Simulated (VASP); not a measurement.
# LiHF2: single point with r2SCAN

LiHF2:

```
Li H F
1.0
     1.42677    0.82375    4.24699
    -1.42677    0.82375    4.24699
     0.00000   -1.64749    4.24699
Li H F
1 1 2
Direct
  0.00000 0.00000 0.00000
  0.50000 0.50000 0.50000
  0.41330 0.41330 0.41330
  0.58670 0.58670 0.58670
```

```yaml
Program: VASP 6.6.1
Task: single point
Functional: r2SCAN
Potentials_or_basis: VASP PAW PBE potentials, release 64 (Li_sv, H, F)
Cutoff: 520 eV
k_mesh: 7 × 7 × 7
Occupations: methfessel-paxton, width 0.1 eV
Spin: no spin polarisation
Dipole_correction: no
Further_INCAR_settings: ALGO = Normal; EDIFF = 1e-06; NBANDS = 17
```

```
Largest force          : 0.658 eV/Å
Band gap on the k mesh : 9.79 eV, indirect (least direct gap 9.95 eV)
```

Forces on the atoms (eV/Å):
```
Li   0.000  0.000  0.000
H    0.000  0.000  0.000
F    0.000  0.000 -0.658
F    0.000  0.000  0.658
```

Levels at points of the mesh, in eV from the valence-band top:
| k point | band 5 | band 6 | band 7 | band 8 | band 9 | band 10 | band 11 | band 12 | band 13 | band 14 |
| --- | --- | --- | --- | --- | --- | --- | --- | --- | --- | --- |
| (0.00, 0.00, 0.00) | -0.46 | -0.46 | -0.23 | -0.23 | -0.16 | 9.79 | 14.81 | 19.59 | 20.70 | 22.85 |

Run time: 65 s on 1 thread of Intel(R) Xeon(R) 6975P-C (Granite Rapids), with other jobs on the host, peak memory 0.21 GiB.

Caveat: the PAW data sets were made with another functional, which shifts forces and pressure a little. r2SCAN opens gaps a little over a GGA but as a rule still falls short of measured ones.
